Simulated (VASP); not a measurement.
# SiC (F-43m) in VASP: notebook

SiC is run at these levels: PBE; tasks: relaxation of cell and atoms.

Program: VASP 6.6.1. These are calculated values, not measurements. Logs are shortened: lines on timing, memory, paths and dates and some standing lists are left out, and cuts for length are marked.

## 1. The cell of the first run

It takes space group F-43m (No. 216, cubic). Conventional cell: a = 4.358 Å, b = 4.358 Å, c = 4.358 Å, α = 90.00°, β = 90.00°, γ = 90.00°. Within 2.5 Å of Si (site symmetry -43m) lie 4 C at 1.89 Å. Within 2.5 Å of C (site symmetry -43m) lie 4 Si at 1.89 Å.

## 2. Relaxation of cell and atoms, PBE

INCAR

```
SYSTEM = SiC
PREC     = Accurate       ! precision mode
ENCUT    = 600            ! plane-wave cutoff, eV
EDIFF    = 1E-7           ! SCF threshold, eV
ISMEAR   = 0              ! smearing method
SIGMA    = 0.01           ! smearing width, eV
LREAL    = .FALSE.        ! projectors in reciprocal space
LASPH    = .TRUE.         ! aspherical terms in the spheres
NELM     = 120            ! most SCF steps
ALGO     = Normal         ! electronic algorithm
ISIF     = 3              ! what is computed and relaxed
LWAVE    = .FALSE.        ! write WAVECAR
LCHARG   = .FALSE.        ! write CHGCAR
GGA      = PE             ! functional
IBRION   = 2              ! ionic algorithm
NSW      = 80             ! ionic steps
EDIFFG   = -0.03          ! ionic threshold
GGA_COMPAT= .FALSE.      
NELMIN   = 4
```

KPOINTS

```
regular mesh
0
G
  8 8 8
  0 0 0
```

POSCAR

```
SiC
1.0
    0.0000000000      2.1790000000      2.1790000000
    2.1790000000      0.0000000000      2.1790000000
    2.1790000000      2.1790000000      0.0000000000
Si C
1 1
Direct
    0.0000000000      0.0000000000      0.0000000000
    0.7500000000      0.7500000000      0.7500000000
```

Potentials or basis: VASP PAW PBE potentials, release 64 (Si, C).

Command:

```bash
> cat potpaw_PBE.64/Si/POTCAR potpaw_PBE.64/C/POTCAR > POTCAR
> mpirun -np 1 vasp_std > vasp.out
```

OUTCAR:

```text
SYSTEM = SiC
   PREC = Accurate
   ENCUT = 600
   EDIFF = 1E-7
   ISMEAR = 0
   LREAL = .FALSE.
   LASPH = .TRUE.
   NELM = 120
   ISIF = 3
   GGA = PE
   IBRION = 2
   NSW = 80
   EDIFFG = -0.03
   NELMIN = 4

 ion  position               nearest neighbor table
   1  0.000  0.000  0.000-   2 1.89   2 1.89   2 1.89   2 1.89
   2  0.750  0.750  0.750-   1 1.89   1 1.89   1 1.89   1 1.89

  LATTYP: Found a face centered cubic cell.
 ALAT       =     4.3580000000

  Lattice vectors:

 A1 = (   0.0000000000,   2.1790000000,   2.1790000000)
 A2 = (   2.1790000000,   0.0000000000,   2.1790000000)
 A3 = (   2.1790000000,   2.1790000000,   0.0000000000)

Analysis of symmetry for initial positions (statically):
=====================================================================
 Subroutine PRICEL returns:
 Original cell was already a primitive cell.

 Routine SETGRP: Setting up the symmetry group for a
 face centered cubic supercell.

 Subroutine GETGRP returns: Found 24 space group operations
 (whereof 24 operations were pure point group operations)
 out of a pool of 48 trial point group operations.

The static configuration has the point symmetry T_d .

Analysis of symmetry for dynamics (positions and initial velocities):
=====================================================================
 Subroutine PRICEL returns:
 Original cell was already a primitive cell.

 Routine SETGRP: Setting up the symmetry group for a
 face centered cubic supercell.

 Subroutine GETGRP returns: Found 24 space group operations
 (whereof 24 operations were pure point group operations)
 out of a pool of 48 trial point group operations.

The dynamic configuration has the point symmetry T_d .

 Subroutine INISYM returns: Found 24 space group operations
 (whereof 24 operations are pure point group operations),
 and found     1 'primitive' translations

----------------------------------------------------------------------------------------

                                     Primitive cell

  volume of cell :      20.6920

  direct lattice vectors                    reciprocal lattice vectors
     0.000000000  2.179000000  2.179000000    -0.229463056  0.229463056  0.229463056
     2.179000000  0.000000000  2.179000000     0.229463056 -0.229463056  0.229463056
     2.179000000  2.179000000  0.000000000     0.229463056  0.229463056 -0.229463056

  length of vectors
[... 98 lines left out ...]
   EFERMI_NEDOS =   21; number of points for ismear=-14 and -15
   IALGO  =     38    algorithm
   IMIX   =      4    mixing-type and parameters
     AMIX     =   0.40;   BMIX     =  1.00
     AMIX_MAG =   1.60;   BMIX_MAG =  1.00
  volume/ion in A,a.u.               =      10.35        69.82
  Fermi-wavevector in a.u.,A,eV,Ry     =   1.192626  2.253736 19.352338  1.422357
  Thomas-Fermi vector in A             =   2.328660
   LORBIT       =      0    0 simple, 1 ext, 2 COOP (PROOUT), +10 PAW based schemes
   GGA     = PE    functional components
   LHFCALC =     F    Hartree Fock is set to
   AEXX    =    0.0000 exact exchange contribution
   IVDW    =     0    specifies the selected vdW correction
   LEPSILON=     F    determine dielectric tensor
   LRPA    =     F    only Hartree local field effects (RPA)
 conjugate gradient relaxation of ions
 non-spin polarized calculation
 Gauss-broadening in eV      SIGMA  =   0.01
  energy-cutoff  :      600.00
  volume of cell :       20.69
 maximum number of plane-waves:       701
 NGX is ok and might be reduce to    28
   NGX = 13   NGY = 13   NGZ = 13

--------------------------------------- Ionic step        1  -------------------------------------------

 number of electron       8.0000000 magnetization

 Free energy of the ion-electron system (eV)
  ---------------------------------------------------
  ext. energy  EPLUGINS =         0.00000000
  ---------------------------------------------------
  free energy    TOTEN  =       -15.05806670 eV

  energy without entropy =      -15.05806670  energy(sigma->0) =      -15.05806670

------------------------ aborting loop because EDIFF is reached ----------------------------------------

  FORCE on cell =-STRESS in cart. coord.  units (eV):
  Direction    XX          YY          ZZ          XY          YZ          ZX
  --------------------------------------------------------------------------------------
  -------------------------------------------------------------------------------------
  Total        0.3975435      0.3975435      0.3975435      0.0000000     -0.0000000      0.0000000
  in kB       30.7817691     30.7817691     30.7817691      0.0000000     -0.0000000      0.0000000
  external PRESSURE =      30.7817691 kB  Pullay stress =       0.0000000 kB
[... 59 lines left out ...]
--------------------------------------- Ionic step        3  -------------------------------------------

 number of electron       8.0000000 magnetization

 Free energy of the ion-electron system (eV)
  ---------------------------------------------------
  ext. energy  EPLUGINS =         0.00000000
  ---------------------------------------------------
  free energy    TOTEN  =       -15.06084731 eV

  energy without entropy =      -15.06084731  energy(sigma->0) =      -15.06084731

 E-fermi :   8.0132     XC(G=0): -11.2943

 val. band max:        7.9498120717   @ k =   0.0000   0.0000   0.0000
 cond. band min:       9.3193509267   @ k =   0.5000   0.5000   0.0000
 fundamental gap:      1.3695388551
 Fermi energy:         8.0131618744

 k-point     1 :       0.0000    0.0000    0.0000
  band No.  band energies     occupation
      1      -7.3435      2.00000
      2       7.9498      2.00000
      3       7.9498      2.00000
      4       7.9498      2.00000
      5      14.0180      0.00000
      6      15.1596      0.00000
      7      15.1596      0.00000
      8      15.1596      0.00000
[... 243 lines left out ...]
 k-point    24 :      -0.3750    0.2500    0.1250
  band No.  band energies     occupation
      1      -3.1880      2.00000
      2       0.1863      2.00000
      3       4.2648      2.00000
      4       5.7120      2.00000
      5      13.1679      0.00000
      6      15.1269      0.00000
      7      17.9804      0.00000
      8      18.8308      0.00000

 [... further k-points ...]

------------------------ aborting loop because EDIFF is reached ----------------------------------------

  FORCE on cell =-STRESS in cart. coord.  units (eV):
  Direction    XX          YY          ZZ          XY          YZ          ZX
  --------------------------------------------------------------------------------------
  -------------------------------------------------------------------------------------
  Total        0.0003880      0.0003880      0.0003880      0.0000000      0.0000000      0.0000000
  in kB        0.0296236      0.0296236      0.0296236      0.0000000      0.0000000      0.0000000
  external PRESSURE =       0.0296236 kB  Pullay stress =       0.0000000 kB
[... 17 lines left out ...]
  FREE ENERGIE OF THE ION-ELECTRON SYSTEM (eV)
  ---------------------------------------------------
  free  energy   TOTEN  =       -15.0608473078 eV

  energy  without entropy=      -15.0608473078  energy(sigma->0) =      -15.06084731

 reached required accuracy - stopping structural energy minimisation
```

OSZICAR:

```text
N       E                     dE             d eps       ncg     rms          rms(c)
DAV:   1     0.528844332955E+01    0.52884E+01   -0.43151E+03   488   0.931E+02
DAV:   2    -0.164996864487E+02   -0.21788E+02   -0.20379E+02   640   0.112E+02
DAV:   3    -0.169115734330E+02   -0.41189E+00   -0.41189E+00   536   0.188E+01
[... 26 lines left out ...]
DAV:   4    -0.150608467667E+02    0.33900E-04   -0.50823E-05   544   0.439E-02    0.164E-02
DAV:   5    -0.150608470183E+02   -0.25154E-06   -0.13532E-06   688   0.955E-03    0.877E-03
DAV:   6    -0.150608474786E+02   -0.46029E-06   -0.12789E-07   408   0.296E-03    0.133E-03
DAV:   7    -0.150608473550E+02    0.12354E-06   -0.19584E-08   256   0.103E-03    0.276E-04
DAV:   8    -0.150608473078E+02    0.47204E-07   -0.18872E-09   240   0.409E-04
   3 F= -.15060847E+02 E0= -.15060847E+02  d E =-.278061E-02
```

It took 9.3 s on 1 thread of Intel Xeon 6975P-C (Granite Rapids), shared host; peak memory 0.15 GiB.

What came out:

| Property | Result |
| --- | --- |
| Free energy | -15.0608 eV |
| Relaxed volume | 10.49 Å³/atom |
| Relaxed cell | a = 3.096 Å, b = 3.096 Å, c = 3.096 Å, α = 60.00°, β = 60.00°, γ = 60.00° |
| Space group after relaxing (to 0.1 Å) | F-43m (No. 216) |
| Energy gained by relaxing | 1.4 meV/atom |
| Ionic steps | 3 |
| Pressure after relaxing | 0.0 GPa |
| Band gap on the k mesh | 1.37 eV (least direct gap 4.53 eV) |

Step by step:
| step | energy change (eV) | largest force (eV/Å) | pressure (GPa) | volume (Å³) |
| --- | --- | --- | --- | --- |
| 1 | 0.0000 | 0.0000 | 3.08 | 20.69 |
| 2 | 0.0001 | 0.0000 | -2.99 | 21.29 |
| 3 | -0.0028 | 0.0000 | 0.00 | 20.99 |

Final structure:
```cif
data_structure
_symmetry_space_group_name_H-M 'P 1'
_symmetry_Int_Tables_number 1
_cell_length_a 3.0961
_cell_length_b 3.0961
_cell_length_c 3.0961
_cell_angle_alpha 60.000
_cell_angle_beta 60.000
_cell_angle_gamma 60.000
_cell_volume 20.99
loop_
_atom_site_label
_atom_site_type_symbol
_atom_site_fract_x
_atom_site_fract_y
_atom_site_fract_z
_atom_site_occupancy
Si1 Si 0.00000 0.00000 0.00000 1
C1 C 0.75000 0.75000 0.75000 1
```

A k mesh can miss the band edges. Zero-point motion and thermal expansion aren't in these numbers.

## 3. Relaxation of cell and atoms, PBE, target pressure 10 GPa, at which the enthalpy is minimised

INCAR

```
PREC     = Accurate       # precision mode
ENCUT    = 600            # plane-wave cutoff, eV
EDIFF    = 1E-7           # SCF threshold, eV
ISMEAR   = 0              # smearing method
SIGMA    = 0.01           # smearing width, eV
LREAL    = False          # projectors in reciprocal space
LASPH    = True           # aspherical terms in the spheres
NELM     = 120            # most SCF steps
ALGO     = Normal         # electronic algorithm
ISIF     = 3              # what is computed and relaxed
LWAVE    = False          # write WAVECAR
LCHARG   = False          # write CHGCAR
GGA      = PE             # functional
IBRION   = 2              # ionic algorithm
NSW      = 80             # ionic steps
EDIFFG   = -0.03          # ionic threshold
PSTRESS  = 100.0        
GGA_COMPAT= False        
NELMIN   = 4
```

KPOINTS

```
Automatic mesh
0
Gamma
  8 8 8
```

POSCAR is that of step 2.

Potentials or basis: VASP PAW PBE potentials, release 64 (Si, C).

Command:

```bash
> cat potpaw_PBE.64/Si/POTCAR potpaw_PBE.64/C/POTCAR > POTCAR
> mpirun -np 1 vasp_std > vasp.out
```

Run time: 9.6 s. Hardware: 1 thread of Intel Xeon 6975P-C (Granite Rapids), shared host; peak memory 0.15 GiB.

The run converged. Its results:

```yaml
Free_energy: -15.0343 eV
Relaxed_volume: 10.05 Å³/atom
Relaxed_cell: a = 3.052 Å, b = 3.052 Å, c = 3.052 Å, α = 60.00°, β = 60.00°, γ = 60.00°
Space_group_after_relaxing_to_0.1_Å: F-43m (No. 216)
Energy_change_on_relaxing_the_run_minimises_the_enthalpy: +11.9 meV/atom
Ionic_steps: 3
Pressure_after_relaxing: 10.0 GPa
Band_gap_on_the_k_mesh: 1.33 eV (least direct gap 4.57 eV)
```

The path:
```tsv
step	energy change (eV)	largest force (eV/Å)	pressure (GPa)	volume (Å³)
1	0.0000	0.0000	3.08	20.69
2	0.0895	0.0000	19.69	19.38
3	0.0237	0.0000	9.95	20.10
```

Final structure:
```cif
data_structure
_symmetry_space_group_name_H-M 'P 1'
_symmetry_Int_Tables_number 1
_cell_length_a 3.0519
_cell_length_b 3.0519
_cell_length_c 3.0519
_cell_angle_alpha 60.000
_cell_angle_beta 60.000
_cell_angle_gamma 60.000
_cell_volume 20.10
loop_
_atom_site_label
_atom_site_type_symbol
_atom_site_fract_x
_atom_site_fract_y
_atom_site_fract_z
_atom_site_occupancy
Si1 Si 0.00000 0.00000 0.00000 1
C1 C 0.75000 0.75000 0.75000 1
```

Levels at points of the mesh, in eV from the valence-band top:
```tsv
k point	band 1	band 2	band 3	band 4	band 5	band 6	band 7	band 8
(0.00, 0.00, 0.00)	-15.63	0.00	0.00	0.00	6.57	7.51	7.51	7.51
(0.50, 0.00, 0.00)	-11.96	-8.70	-1.06	-1.06	5.70	7.35	7.35	10.22
(0.50, 0.50, 0.00)	-10.48	-7.89	-3.24	-3.24	1.33	4.42	14.38	14.38
```

Caveat: the cell is relaxed towards a set pressure, so the run minimises the enthalpy, not the energy. Expect the measured gap to be larger: semilocal functionals such as PBE lack the derivative discontinuity.

## 4. Relaxation of cell and atoms, PBE, target pressure 20 GPa, at which the enthalpy is minimised

INCAR

```
ALGO     = Normal         # electronic algorithm
EDIFF    = 1E-7           # SCF threshold, eV
EDIFFG   = -0.03          # ionic threshold
ENCUT    = 600            # plane-wave cutoff, eV
GGA      = PE             # functional
GGA_COMPAT= F            
IBRION   = 2              # ionic algorithm
ISIF     = 3              # what is computed and relaxed
ISMEAR   = 0              # smearing method
LASPH    = T              # aspherical terms in the spheres
LCHARG   = F              # write CHGCAR
LREAL    = F              # projectors in reciprocal space
LWAVE    = F              # write WAVECAR
NELM     = 120            # most SCF steps
NELMIN   = 4            
NSW      = 80             # ionic steps
PREC     = Accurate       # precision mode
PSTRESS  = 200.0        
SIGMA    = 0.01           # smearing width, eV
```

KPOINTS

```
k-points
0
Gamma
  8 8 8
```

POSCAR is that of step 3.

Command:

```bash
> cat potpaw_PBE.64/Si/POTCAR potpaw_PBE.64/C/POTCAR > POTCAR
> mpirun -np 1 vasp_std > vasp.out
```

Wall time 11 s (1 thread of Intel Xeon 6975P-C (Granite Rapids), shared host); peak memory 0.15 GiB.

The run converged. Its results:

```yaml
Free_energy: -14.9699 eV
Relaxed_volume: 9.70 Å³/atom
Relaxed_cell: a = 3.016 Å, b = 3.016 Å, c = 3.016 Å, α = 60.00°, β = 60.00°, γ = 60.00°
Space_group_after_relaxing_to_0.1_Å: F-43m (No. 216)
Energy_change_on_relaxing_the_run_minimises_the_enthalpy: +44.1 meV/atom
Ionic_steps: 3
Pressure_after_relaxing: 19.5 GPa
Band_gap_on_the_k_mesh: 1.29 eV (least direct gap 4.60 eV)
```

Step by step:
```csv
step,energy change (eV),largest force (eV/Å),pressure (GPa),volume (Å³)
1,0.0000,0.0000,3.08,20.69
2,0.4812,0.0000,52.67,17.59
3,0.0882,0.0000,19.53,19.39
```

Final structure:
```cif
data_structure
_symmetry_space_group_name_H-M 'P 1'
_symmetry_Int_Tables_number 1
_cell_length_a 3.0157
_cell_length_b 3.0157
_cell_length_c 3.0157
_cell_angle_alpha 60.000
_cell_angle_beta 60.000
_cell_angle_gamma 60.000
_cell_volume 19.39
loop_
_atom_site_label
_atom_site_type_symbol
_atom_site_fract_x
_atom_site_fract_y
_atom_site_fract_z
_atom_site_occupancy
Si1 Si 0.00000 0.00000 0.00000 1
C1 C 0.75000 0.75000 0.75000 1
```

Levels at points of the mesh, in eV from the valence-band top:
```
           k point  band 1  band 2  band 3  band 4  band 5  band 6  band 7  band 8
(0.00, 0.00, 0.00)  -15.92    0.00    0.00    0.00    7.00    7.77    7.77    7.77
(0.50, 0.00, 0.00)  -12.11   -8.90   -1.06   -1.06    6.03    7.50    7.50   10.42
(0.50, 0.50, 0.00)  -10.59   -8.01   -3.31   -3.31    1.29    4.55   14.80   14.80
```

Caveat: the cell is relaxed towards a set pressure, so the run minimises the enthalpy, not the energy. A k mesh can miss the band edges.

## 5. The runs side by side

```csv
cell,gap on the mesh (eV),pressure (GPa)
relaxed,1.37,0.0
relaxed to 10 GPa,1.33,10.0
relaxed to 20 GPa,1.29,19.5
```

Alike in all rows: task relaxation of cell and atoms; level PBE; potentials or basis VASP PAW PBE potentials, release 64 (Si, C); no spin polarisation; k mesh 8 × 8 × 8; cutoff (eV) 600; smearing gaussian 0.01 eV.

Caveats: the cell is relaxed towards a set pressure, so the run minimises the enthalpy, not the energy (at least some runs).

Absolute energies hang on the potentials; compare differences alone.
